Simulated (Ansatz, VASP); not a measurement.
## Two plane-wave programs on SiO2

The input INCAR:

```
ALGO     = Normal         # electronic algorithm
EDIFF    = 1E-6           # SCF threshold, eV
ENCUT    = 910            # plane-wave cutoff, eV
GGA      = CA             # functional
GGA_COMPAT= F            
ISIF     = 2              # what is computed and relaxed
ISMEAR   = 0              # smearing method
LASPH    = T              # aspherical terms in the spheres
LCHARG   = F              # write CHGCAR
LREAL    = F              # projectors in reciprocal space
LWAVE    = F              # write WAVECAR
NBANDS   = 25             # bands
NELM     = 120            # most SCF steps
PREC     = Accurate       # precision mode
SIGMA    = 0.05           # smearing width, eV
```

The input KPOINTS:

```
k-points
0
Gamma
  6 6 8
```

Contents of POSCAR:

```
SiO2
1.0
    4.0554000000      0.0000000000      0.0000000000
    0.0000000000      4.0554000000      0.0000000000
    0.0000000000      0.0000000000      2.7891000000
Si O
2 4
Direct
    0.5000000000      0.5000000000      0.5000000000
    0.0000000000      0.0000000000      0.0000000000
    0.6944252994      0.6944252994      0.0000000000
    0.1944252994      0.8055747006      0.5000000000
    0.3055747006      0.3055747006      0.0000000000
    0.8055747006      0.1944252994      0.5000000000
```

Input for Ansatz:

```yaml
crystal:
  lattice:
    - [4.0554, 0.0, 0.0]
    - [0.0, 4.0554, 0.0]
    - [0.0, 0.0, 2.7891]
  atoms:
    - { symbol: Si, position: [0.5, 0.5, 0.5] }
    - { symbol: Si, position: [0.0, 0.0, 0.0] }
    - { symbol: O, position: [0.6944252994, 0.6944252994, 0.0] }
    - { symbol: O, position: [0.1944252994, 0.8055747006, 0.5] }
    - { symbol: O, position: [0.3055747006, 0.3055747006, 0.0] }
    - { symbol: O, position: [0.8055747006, 0.1944252994, 0.5] }
basis:
  ecutwfc: 520.0
kpoints:
  mp_grid: { grid: [6, 6, 8] }
hamiltonian:
  xc: lda
  pseudopotentials: { kind: paw, azcp: { folder: soft_1 } }
scf:
  occupations: { method: gaussian, width: 0.05 }
output:
  forces: true
  stress: true
  eigenvalues: true
```

Alike in both runs: task single point; functional LDA; k mesh 6 × 6 × 8; occupations gaussian, width 0.05 eV; no spin polarisation.

|  | VASP | Ansatz |
| --- | --- | --- |
| version | VASP 6.6.1 | Ansatz 0.2.0 |
| potentials or method | VASP PAW LDA potentials, release 64 (Si, O_h), cutoff 910 eV | scalar-relativistic, plane waves, PAW |
| valence electrons in the cell | 32 | 32 |

Ansatz gave:

```
gap on the k mesh at the Fermi level (eV) : 5.54
least direct gap on the mesh (eV)         : 5.54
rms of the force components (eV/Å)        : 0.172
```

Q: Estimate VASP's values.

A: gap on the k mesh at the Fermi level (eV): 5.51; least direct gap on the mesh (eV): 5.51; rms of the force components (eV/Å): 0.173.

Ansatz warns that its potentials were made for another functional, while VASP's fit it. LDA's correlation is that of Perdew and Zunger in VASP and of Perdew and Wang (1992) in Ansatz. Atom by atom the forces differ by 0.001 eV/Å (rms over components).

Noted on VASP's run: the cutoff is short for stress, so the pressure is rough.
